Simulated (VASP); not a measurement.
WSe2: single point with PBE

WSe2, a slab with vacuum:

```
Se W
1.0
     3.27115    0.00000    0.00000
    -1.63558    2.83290    0.00000
     0.00000    0.00000   44.78918
Se W
10 5
Direct
  0.33333 0.66667 0.16745
  0.33333 0.66667 0.24220
  0.66667 0.33333 0.31504
  0.66667 0.33333 0.38979
  0.33333 0.66667 0.46263
  0.33333 0.66667 0.53737
  0.66667 0.33333 0.61021
  0.66667 0.33333 0.68496
  0.33333 0.66667 0.75780
  0.33333 0.66667 0.83255
  0.66667 0.33333 0.20482
  0.33333 0.66667 0.35241
  0.66667 0.33333 0.50000
  0.33333 0.66667 0.64759
  0.66667 0.33333 0.79518
```

| Quantity | Value |
| --- | --- |
| Program | VASP 6.6.1 |
| Task | single point |
| Functional | PBE |
| Potentials or basis | VASP PAW PBE potentials, release 64 (Se, W_sv) |
| Cutoff | 400 eV |
| k mesh | 9 × 9 × 1 |
| Occupations | gaussian, width 0.05 eV |
| Spin | no spin polarisation |
| Dipole correction | yes |
| Further INCAR settings | ALGO = Normal; EDIFF = 1e-06; NBANDS = 78; NELMDL = -8 |

```json
{"Largest force": "0.451 eV/Å", "Band gap on the k mesh": "1.25 eV (least direct gap 1.61 eV)"}
```

Forces on the atoms (eV/Å):
```
Se   0.000  0.000 -0.451
Se   0.000  0.000  0.377
Se   0.000  0.000 -0.375
Se   0.000  0.000  0.375
Se   0.000  0.000 -0.375
Se   0.000  0.000  0.375
Se   0.000  0.000 -0.375
Se   0.000  0.000  0.375
Se   0.000  0.000 -0.377
Se   0.000  0.000  0.451
W    0.000  0.000 -0.040
W    0.000  0.000 -0.001
W    0.000  0.000  0.000
W    0.000  0.000  0.001
W    0.000  0.000  0.040
```

Levels at points of the mesh, in eV from the valence-band top:
```tsv
k point	band 61	band 62	band 63	band 64	band 65	band 66	band 67	band 68	band 69	band 70
(0.00, 0.00, 0.00)	-0.91	-0.57	-0.29	-0.10	0.00	2.83	2.83	2.83	2.83	2.84
```

Wall time 19 min on 1 thread of Oxide Virtual Turin-like Processor (shared host), peak memory 0.5 GiB.

Caveat: spin-orbit coupling is left out, which moves the levels of the heavy elements.
